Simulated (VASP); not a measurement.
Runs of VASP 6.6.1 on Si2W. The structure is that of space group I4/mmm (No. 139), or close to it. The cells are those of the table. 

```tsv
cell	gap on the mesh (eV)	pressure (GPa)	largest force (eV/Å)
a = 4.450 Å, angles 134.4, 134.4, 66.5°, 3 atoms	none	-8.9	0.23
a = 4.069 Å, angles 132.3, 132.3, 69.7°, 3 atoms	none	54.9	0.70
a = 4.920 Å, angles 142.3, 142.3, 54.4°, 3 atoms	none	(a)	0.40
a = 4.728 Å, angles 144.1, 144.1, 51.6°, 3 atoms	none	39.7	0.49
a = 4.667 Å, angles 138.4, 138.4, 60.3°, 3 atoms	none	(b)	0.18
a = 4.473 Å, angles 140.4, 140.4, 57.3°, 3 atoms	none	36.6	0.48
a = 4.253 Å, angles 136.4, 136.4, 63.3°, 3 atoms	none	40.7	0.21
a = 4.409 Å, angles 132.3, 132.3, 69.7°, 3 atoms	none	-9.1	0.50
```

Alike in all rows: task single point; level PBE; potentials or basis VASP PAW PBE potentials, release 64 (Si, W_sv); no spin polarisation; k mesh 18 × 18 × 18; cutoff (eV) 520; smearing gaussian 0.15 eV.

Task: Estimate the missing entries.

Result: (a) -12.9; (b) -14.3.

Caveats: spin-orbit coupling is left out, which moves the levels of the heavy elements; the stress differs along the axes, from -24 to 21 GPa (at least some runs); the stress differs along the axes, from 11 to 144 GPa (at least some runs); the stress differs along the axes, from -34 to -2 GPa (at least some runs); the stress differs along the axes, from -3 to 61 GPa (at least some runs); the cell stands under tension (at least some runs); the stress differs along the axes, from 19 to 45 GPa (at least some runs).

A k mesh can miss the band edges, and the runs leave out spin-orbit coupling on W.

A gap of «none» marks levels without a gap at the run's occupations.
